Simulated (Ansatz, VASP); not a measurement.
TaSi2: VASP beside Ansatz

```
CELL_PARAMETERS angstrom
4.76136 0.00000 0.00000
-2.38068 4.12346 0.00000
0.00000 0.00000 6.55812
ATOMIC_POSITIONS crystal
Ta 0.45505 0.00000 0.83684
Ta 0.50000 0.50000 0.66667
Ta 0.00000 0.50000 0.33333
Si 0.15926 0.31852 0.00000
Si 0.84074 0.15926 0.66667
Si 0.68148 0.84074 0.33333
Si 0.84074 0.68148 0.00000
Si 0.15926 0.84074 0.66667
Si 0.31852 0.15926 0.33333
```

Alike in both runs: task single point; functional PBEsol; k mesh 9 × 9 × 6; occupations gaussian, width 0.15 eV; no spin polarisation.

```csv
,VASP,Ansatz
version,VASP 6.6.1,Ansatz 0.2.0
potentials or method,"VASP PAW PBE potentials, release 64 (Ta_pv, Si), cutoff 520 eV","scalar-relativistic, plane waves, PAW"
valence electrons in the cell,57,63
```

Ansatz gave:

```
gap on the k mesh at the Fermi level (eV) : none
rms of the force components (eV/Å)        : 11.614
```

Question: Estimate VASP's values.

Answer: gap on the k mesh at the Fermi level (eV): none; rms of the force components (eV/Å): 11.416.

VASP's potentials were made for PBE, not for PBEsol, and Ansatz warns of the same on its side. Atom by atom the forces differ by 0.230 eV/Å (rms over components). A gap of «none» marks a metal or a gap that the smearing closes. VASP's potentials hold 57 valence electrons a cell and Ansatz's 63, so a difference there can come from the potentials and not from the codes.

Spin-orbit coupling is off throughout.
